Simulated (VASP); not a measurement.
# TiAl (P-6m2) in VASP: a series of runs

TiAl is run at these levels: PBEsol; tasks: single point.

Everything below comes from runs of VASP 6.6.1. Logs are shortened: lines on timing, memory, paths and dates and some standing lists are left out, and cuts for length are marked.

## Step 1: The cell of the first run

It takes space group P-6m2 (No. 187, hexagonal). Conventional cell: a = 2.867 Å, b = 2.867 Å, c = 4.678 Å, α = 90.00°, β = 90.00°, γ = 120.00°. Within 3.8 Å of Ti (site symmetry -6m2) lie 6 Al at 2.87 Å and 6 Ti at 2.87 Å. Within 3.8 Å of Al (site symmetry -6m2) lie 6 Ti at 2.87 Å and 6 Al at 2.87 Å.

## Step 2: Single point, PBEsol

Contents of INCAR:

```
SYSTEM = TiAl
PREC = Accurate ; ENCUT = 520
EDIFF = 1E-6 ; ISMEAR = 0
SIGMA = 0.15 ; LREAL = .FALSE.
LASPH = .TRUE. ; NELM = 60
ALGO = Fast ; ISIF = 2
LWAVE = .FALSE. ; LCHARG = .TRUE.
GGA = PS ; LELF = .TRUE.
LVHAR = .TRUE. ; NBANDS = 14
```

Contents of KPOINTS:

```
Automatic mesh
0
G
  18 18 10
  0 0 0
```

Contents of POSCAR:

```
TiAl
1.0
    2.8672622327      0.0000000000      0.0000000000
   -1.4336311163      2.4831219328      0.0000000000
    0.0000000000      0.0000000000      4.6780830000
Ti Al
1 1
Direct
    0.0000000000      0.0000000000      0.0000000000
    0.3333333333      0.6666666667      0.5000000000
```

Potentials or basis: VASP PAW PBE potentials, release 64 (Ti_sv, Al).

The run is started by

```
$ cat potpaw_PBE.64/Ti_sv/POTCAR potpaw_PBE.64/Al/POTCAR > POTCAR
$ mpirun -np 1 vasp_std > vasp.out
```

OUTCAR:

```text
SYSTEM = TiAl
   PREC = Accurate
   ENCUT = 520
   EDIFF = 1E-6
   ISMEAR = 0
   LREAL = .FALSE.
   LASPH = .TRUE.
   NELM = 60
   ISIF = 2
   GGA = PS

 ion  position               nearest neighbor table
   1  0.000  0.000  0.000-   2 2.87   2 2.87   2 2.87   2 2.87   2 2.87   2 2.87
   2  0.333  0.667  0.500-   1 2.87   1 2.87   1 2.87   1 2.87   1 2.87   1 2.87

  LATTYP: Found a hexagonal cell.
 ALAT       =     2.8672622327
 C/A-ratio  =     1.6315504549

  Lattice vectors:

 A1 = (   2.8672622327,   0.0000000000,   0.0000000000)
 A2 = (  -1.4336311163,   2.4831219328,   0.0000000000)
 A3 = (   0.0000000000,   0.0000000000,   4.6780830000)

Analysis of symmetry for initial positions (statically):
=====================================================================
 Subroutine PRICEL returns:
 Original cell was already a primitive cell.

 Routine SETGRP: Setting up the symmetry group for a
 hexagonal supercell.

 Subroutine GETGRP returns: Found 12 space group operations
 (whereof 12 operations were pure point group operations)
 out of a pool of 24 trial point group operations.

The static configuration has the point symmetry D_3h.

Analysis of symmetry for dynamics (positions and initial velocities):
=====================================================================
 Subroutine PRICEL returns:
 Original cell was already a primitive cell.

 Routine SETGRP: Setting up the symmetry group for a
 hexagonal supercell.

 Subroutine GETGRP returns: Found 12 space group operations
 (whereof 12 operations were pure point group operations)
 out of a pool of 24 trial point group operations.

The dynamic configuration has the point symmetry D_3h.

 Subroutine INISYM returns: Found 12 space group operations
 (whereof 12 operations are pure point group operations),
 and found     1 'primitive' translations

----------------------------------------------------------------------------------------

                                     Primitive cell

  volume of cell :      33.3068

  direct lattice vectors                    reciprocal lattice vectors
     2.867262233  0.000000000  0.000000000     0.348764751  0.201359423  0.000000000
    -1.433631116  2.483121933  0.000000000     0.000000000  0.402718846  0.000000000
     0.000000000  0.000000000  4.678083000     0.000000000  0.000000000  0.213762774

  length of vectors
     2.867262233  2.867262233  4.678083000     0.402718846  0.402718846  0.213762774

  position of ions in fractional coordinates (direct lattice)
     0.000000000  0.000000000  0.000000000
     0.333333333  0.666666667  0.500000000

  ion indices of the primitive-cell ions
   primitive index   ion index
                 1           1
                 2           2

----------------------------------------------------------------------------------------

 KPOINTS: Automatic mesh

Automatic generation of k-mesh.
 Grid dimensions read from file:
 generate k-points for:   18   18   10

 Generating k-lattice:

  Cartesian coordinates                     Fractional coordinates (reciprocal lattice)
     0.019375820  0.011186635  0.000000000     0.055555556  0.000000000  0.000000000
     0.000000000  0.022373269  0.000000000     0.000000000  0.055555556  0.000000000
     0.000000000  0.000000000  0.021376277     0.000000000  0.000000000  0.100000000

  Length of vectors
     0.022373269  0.022373269  0.021376277

  Shift w.r.t. Gamma in fractional coordinates (k-lattice)
     0.000000000  0.000000000  0.000000000

 Subroutine IBZKPT returns following result:
 ===========================================

 Found    222 irreducible k-points:

 Following reciprocal coordinates:
            Coordinates               Weight
  0.000000  0.000000  0.000000      1.000000
  0.055556 -0.000000  0.000000      6.000000
  0.111111 -0.000000  0.000000      6.000000
  0.166667 -0.000000  0.000000      6.000000
  0.222222 -0.000000  0.000000      6.000000
  0.277778 -0.000000  0.000000      6.000000
[... 16 lines left out ...]
  0.333333  0.111111  0.000000     12.000000
  0.388889  0.111111  0.000000     12.000000
 [... further k-points ...]
   k-points           NKPTS =    222   k-points in BZ     NKDIM =    222   number of bands    NBANDS=     14
   number of dos      NEDOS =    301   number of ions     NIONS =      2
   total plane-waves  NPLWV =  20736
   dimension x,y,z NGX =    24 NGY =   24 NGZ =   36
   dimension x,y,z NGXF=    48 NGYF=   48 NGZF=   72
   ions per type =               1   1
   NGX,Y,Z   is equivalent  to a cutoff of  13.92, 13.92, 12.79 a.u.
   NGXF,Y,Z  is equivalent  to a cutoff of  27.83, 27.83, 25.59 a.u.
 SYSTEM =  TiAl
   PREC   = accura    normal or accurate (medium, high low for compatibility)
   ISTART =      0    job   : 0-new  1-cont  2-samecut
   ICHARG =      2    charge: 1-file 2-atom 10-const
   ISPIN  =      1    spin polarized calculation?
   LNONCOLLINEAR =      F non collinear calculations
   LSORBIT =      F    spin-orbit coupling
   LASPH  =      T    aspherical Exc in radial PAW
   ENCUT  =  520.0 eV  38.22 Ry    6.18 a.u.   5.33  5.33  8.70*2*pi/ulx,y,z
   NELM   =     60;   NELMIN=  2; NELMDL= -5     # of ELM steps
   EDIFF  = 0.1E-05   stopping-criterion for ELM
   LREAL  =      F    real-space projection
   EDIFFG = 0.1E-04   stopping-criterion for IOM
   NSW    =      0    number of steps for IOM
   IBRION =     -1    ionic relax: 0-MD 1-quasi-New 2-CG
   NFREE  =      0    steps in history (QN), initial steepest desc. (CG)
   ISIF   =      2    stress and relaxation
   ISYM   =      2    0-nonsym 1-usesym 2-fastsym
   POTIM  = 0.5000    time-step for ionic-motion
   TEBEG  =    0.0;   TEEND  =   0.0 temperature during run
   PSTRESS=    0.0 pullay stress
   NELECT =      15.0000    total number of electrons
   NUPDOWN=      -1.0000    fix difference up-down
   EMIN   =  10.00;   EMAX   =-10.00  energy-range for DOS
   EFERMI =   0.00;   METHOD = LEGACY
   ISMEAR =     0;   SIGMA  =   0.15  broadening in eV -4-tet -1-fermi 0-gaus
   EFERMI_NEDOS =   21; number of points for ismear=-14 and -15
   IALGO  =     68    algorithm
   IMIX   =      4    mixing-type and parameters
     AMIX     =   0.40;   BMIX     =  1.00
     AMIX_MAG =   1.60;   BMIX_MAG =  1.00
  volume/ion in A,a.u.               =      16.65       112.38
  Fermi-wavevector in a.u.,A,eV,Ry     =   1.254857  2.371335 21.424622  1.574665
  Thomas-Fermi vector in A             =   2.388641
   LORBIT       =      0    0 simple, 1 ext, 2 COOP (PROOUT), +10 PAW based schemes
   GGA     = PS    functional components
   LHFCALC =     F    Hartree Fock is set to
   AEXX    =    0.0000 exact exchange contribution
   IVDW    =     0    specifies the selected vdW correction
   LEPSILON=     F    determine dielectric tensor
   LRPA    =     F    only Hartree local field effects (RPA)
 non-spin polarized calculation
 RMM-DIIS sequential band-by-band and
 Gauss-broadening in eV      SIGMA  =   0.15
  energy-cutoff  :      520.00
  volume of cell :       33.31
 maximum number of plane-waves:       917
 NGX is ok and might be reduce to    24
   NGX = 11   NGY = 11   NGZ = 17

 number of electron      15.0000001 magnetization

 Free energy of the ion-electron system (eV)
  ---------------------------------------------------
  ext. energy  EPLUGINS =         0.00000000
  ---------------------------------------------------
  free energy    TOTEN  =       -12.93928139 eV

  energy without entropy =      -12.91139257  energy(sigma->0) =      -12.92533698

 E-fermi :   7.7741     XC(G=0): -11.0327

 val. band max:        7.7731284816   @ k =   0.1667   0.1667   0.2000
 cond. band min:       7.7750225800   @ k =   0.3333   0.3333   0.4000
 fundamental gap:      0.0018940984
 Fermi energy:         7.7740977269

 k-point     1 :       0.0000    0.0000    0.0000
  band No.  band energies     occupation
      1     -48.5197      2.00000
      2     -24.9428      2.00000
      3     -24.5170      2.00000
      4     -24.5170      2.00000
      5      -1.1463      2.00000
      6       5.4690      2.00000
      7       5.9498      2.00000
      8       9.0514      0.00000
      9       9.0514      0.00000
     10      10.5326      0.00000
     11      10.5326      0.00000
     12      11.6667      0.00000
     13      20.6510      0.00000
     14      20.6510      0.00000

 k-point     2 :       0.0556   -0.0000    0.0000
  band No.  band energies     occupation
      1     -48.5168      2.00000
      2     -24.9400      2.00000
      3     -24.5351      2.00000
      4     -24.5211      2.00000
      5      -1.0694      2.00000
      6       5.5535      2.00000
      7       5.9594      2.00000
      8       8.9766      0.00000
      9       9.1143      0.00000
     10      10.5111      0.00000
     11      10.5491      0.00000
     12      11.6847      0.00000
     13      19.3427      0.00000
     14      19.8820      0.00000

 k-point     3 :       0.1111   -0.0000    0.0000
  band No.  band energies     occupation
      1     -48.5085      2.00000
      2     -24.9317      2.00000
      3     -24.5871      2.00000
      4     -24.5328      2.00000
      5      -0.8401      2.00000
      6       5.7965      2.00000
      7       5.9867      2.00000
      8       8.7719      0.00000
      9       9.2993      0.00000
     10      10.4497      0.00000
     11      10.6016      0.00000
     12      11.7350      0.00000
     13      17.4978      0.00000
     14      18.9596      0.00000

 k-point     4 :       0.1667   -0.0000    0.0000
  band No.  band energies     occupation
      1     -48.4957      2.00000
      2     -24.9191      2.00000
      3     -24.6661      2.00000
      4     -24.5508      2.00000
      5      -0.4620      2.00000
      6       6.0278      2.00000
      7       6.1604      2.00000
      8       8.4899      0.00000
      9       9.5949      0.00000
     10      10.3570      0.00000
     11      10.6974      0.00000
     12      11.8050      0.00000
     13      15.7011      0.00000
     14      18.1356      0.00000

 k-point     5 :       0.2222   -0.0000    0.0000
  band No.  band energies     occupation
      1     -48.4800      2.00000
      2     -24.9036      2.00000
      3     -24.7621      2.00000
      4     -24.5727      2.00000
      5       0.0593      2.00000
      6       6.0770      2.00000
      7       6.5556      2.00000
      8       8.2070      0.00004
      9       9.9813      0.00000
     10      10.2457      0.00000
     11      10.8453      0.00000
[... 276 lines left out ...]
 k-point    22 :       0.2778    0.1111    0.0000
  band No.  band energies     occupation
      1     -48.4431      2.00000
      2     -24.9543      2.00000
      3     -24.8673      2.00000
      4     -24.6524      2.00000
      5       1.7135      2.00000
      6       6.2512      2.00000
      7       6.9541      2.00000
      8       7.6819      1.61550
      9       9.6498      0.00000
     10      10.5373      0.00000
     11      11.6900      0.00000
     12      11.8664      0.00000
     13      12.8048      0.00000
     14      14.3395      0.00000

 k-point    23 :       0.3333    0.1111    0.0000
  band No.  band energies     occupation
      1     -48.4309      2.00000
      2     -25.0197      2.00000
      3     -24.8553      2.00000
      4     -24.6752      2.00000
      5       2.6029      2.00000
      6       6.3186      2.00000
      7       6.5868      2.00000
      8       7.3141      1.99999
      9       9.4734      0.00000
     10      10.6140      0.00000
     11      11.8270      0.00000
     12      12.0698      0.00000
     13      13.0979      0.00000
     14      14.1173      0.00000

 k-point    24 :       0.3889    0.1111    0.0000
  band No.  band energies     occupation
      1     -48.4230      2.00000
      2     -25.0621      2.00000
      3     -24.8475      2.00000
      4     -24.6900      2.00000
      5       3.5673      2.00000
      6       5.8278      2.00000
      7       6.3678      2.00000
      8       7.0087      2.00000
      9       9.3522      0.00000
     10      10.8508      0.00000
     11      11.8122      0.00000
     12      12.3983      0.00000
     13      13.2989      0.00000
     14      14.2413      0.00000

 [... further k-points ...]
[... 5 lines left out ...]
  --------------------------------------------------------------------------------------
  -------------------------------------------------------------------------------------
  Total       -0.4983818     -0.4983818     -0.7704943     -0.0000000      0.0000000      0.0000000
  in kB      -23.9739369    -23.9739369    -37.0635181     -0.0000000      0.0000000      0.0000000
  external PRESSURE =     -28.3371306 kB  Pullay stress =       0.0000000 kB

 VOLUME and BASIS-vectors are now :
 -----------------------------------------------------------------------------
  energy-cutoff  :      520.00
  volume of cell :       33.31
      direct lattice vectors                 reciprocal lattice vectors
     2.867262233  0.000000000  0.000000000     0.348764751  0.201359423  0.000000000
    -1.433631116  2.483121933  0.000000000     0.000000000  0.402718846  0.000000000
     0.000000000  0.000000000  4.678083000     0.000000000  0.000000000  0.213762774

 POSITION                                       TOTAL-FORCE (eV/Angst)
 -----------------------------------------------------------------------------------
      0.00000      0.00000      0.00000        -0.000000      0.000000      0.000000
     -0.00000      1.65541      2.33904         0.000000     -0.000000      0.000000
 -----------------------------------------------------------------------------------
    total drift:                                0.000000     -0.000000      0.000000

  FREE ENERGIE OF THE ION-ELECTRON SYSTEM (eV)
  ---------------------------------------------------
  free  energy   TOTEN  =       -12.9392813945 eV

  energy  without entropy=      -12.9113925749  energy(sigma->0) =      -12.92533698
```

Wall time 6.1 min (1 thread of Intel Xeon 8259CL, shared host); peak memory 0.24 GiB.

What came out:

```yaml
Free_energy: -12.9393 eV
Pressure: -2.8 GPa
```

Levels at points of the mesh, in eV from the Fermi level:
| k point | band 5 | band 6 | band 7 | band 8 | band 9 | band 10 |
| --- | --- | --- | --- | --- | --- | --- |
| (0.00, 0.00, 0.00) | -8.92 | -2.31 | -1.82 | 1.28 | 1.28 | 2.76 |
| (0.50, 0.00, 0.00) | -3.70 | -2.81 | -1.53 | -0.99 | 2.09 | 3.96 |
| (0.00, 0.00, 0.50) | -8.02 | -5.27 | -0.43 | 1.29 | 1.29 | 2.68 |
| (0.50, 0.00, 0.50) | -3.64 | -2.40 | -1.83 | 0.54 | 0.95 | 1.89 |

Caveat: the PAW data sets were made with another functional, which shifts forces and pressure a little.

## Step 3: Single point, PBEsol

Contents of INCAR:

```
  PREC = Accurate
  ENCUT = 520
  EDIFF = 1E-6
  ISMEAR = 0
  SIGMA = 0.15
  LREAL = F
  LASPH = T
  NELM = 80
  ALGO = Fast
  ISIF = 2
  LWAVE = F
  LCHARG = F
  GGA = PS
  NBANDS = 14
```

Contents of KPOINTS:

```
regular mesh
0
Gamma
  24 24 12
```

POSCAR is that of step 2.

Potentials or basis: VASP PAW PBE potentials, release 64 (Ti_sv, Al).

The run is started by

```
$ cat potpaw_PBE.64/Ti_sv/POTCAR potpaw_PBE.64/Al/POTCAR > POTCAR
$ mpirun -np 1 vasp_std > vasp.out
```

Wall time 8 min (1 thread of Intel Xeon 8259CL, shared host); peak memory 0.33 GiB.

The run converged. Its results:

- Free energy: -12.9381 eV
- Pressure: -2.8 GPa

Stress tensor (GPa, compression positive):
```
-2.36  0.00  0.00
 0.00 -2.36  0.00
 0.00  0.00 -3.75
```

Levels at points of the mesh, in eV from the Fermi level:
```
           k point  band 4  band 5  band 6  band 7  band 8  band 9  band 10  band 11  band 12  band 13
(0.00, 0.00, 0.00)  -32.29   -8.92   -2.31   -1.82    1.28    1.28     2.76     2.76     3.89    12.88
(0.50, 0.00, 0.00)  -32.43   -3.70   -2.81   -1.53   -0.99    2.09     3.96     4.07     4.14     5.35
(0.00, 0.00, 0.50)  -32.29   -8.02   -5.28   -0.43    1.29    1.29     2.68     2.68     6.77    10.96
(0.50, 0.00, 0.50)  -32.43   -3.64   -2.40   -1.83    0.53    0.95     1.89     2.93     3.96     6.54
```

Caveat: the PAW data sets were made with another functional, which shifts forces and pressure a little.
